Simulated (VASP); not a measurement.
Here is a VASP 6.6.1 calculation.

File POSCAR:

```
GaSb
1.0
   -2.6496000632      2.6496000632      1.6898079128
    2.6496000632     -2.6496000632      1.6898079128
    2.6496000632      2.6496000632     -1.6898079128
Sb Ga
1 1
Direct
    0.0000000000      0.0000000000      0.0000000000
    0.7500000000      0.2500000000      0.5000000000
```

File INCAR.step1:

```
ALGO = Normal
EDIFF = 1E-5
ENCUT = 520
GGA = PE
ISIF = 2
ISMEAR = -1
LASPH = T
LCHARG = F
LREAL = F
LWAVE = T
NBANDS = 16
NELM = 60
PREC = Accurate
SIGMA = 0.05
```

Contents of INCAR.step2:

```
AEXX = 0.25
ALGO = Normal
EDIFF = 1E-6
ENCUT = 520
GGA = PE
HFSCREEN = 0.3
ISIF = 2
ISMEAR = -1
ISTART = 1
LASPH = T
LCHARG = F
LHFCALC = T
LREAL = F
LWAVE = F
NBANDS = 16
NELM = 60
PREC = Accurate
PRECFOCK = Normal
SIGMA = 0.05
```

Contents of KPOINTS:

```
k-points
0
Gamma
  5 5 5
```

Potentials or basis: VASP PAW PBE potentials, release 64 (Sb, Ga_d).

The run is started by

```sh
$ cat potpaw_PBE.64/Sb/POTCAR potpaw_PBE.64/Ga_d/POTCAR > POTCAR
$ cp INCAR.step1 INCAR
$ mpirun -np 1 vasp_std > vasp.out
$ cp INCAR.step2 INCAR
$ mpirun -np 1 vasp_std > vasp.out
```

**Question.** Estimate the band gap on the k mesh.

**Answer.** Zero (bands 9 and 10 overlap by 3.91 eV).

**Question.** What does it give for the pressure?

**Answer.** -0.5 GPa.

Stress tensor (GPa, compression positive):
```
-0.49  0.00  0.00
 0.00 -0.49  0.00
 0.00  0.00 -0.38
```

Caveat: the k points lie up to 0.44 Å⁻¹ apart, too coarse for converged energies and pressures of a metal; the PAW data sets were made with another functional, which shifts forces and pressure a little; spin-orbit coupling is left out, which moves the levels of the heavy elements.
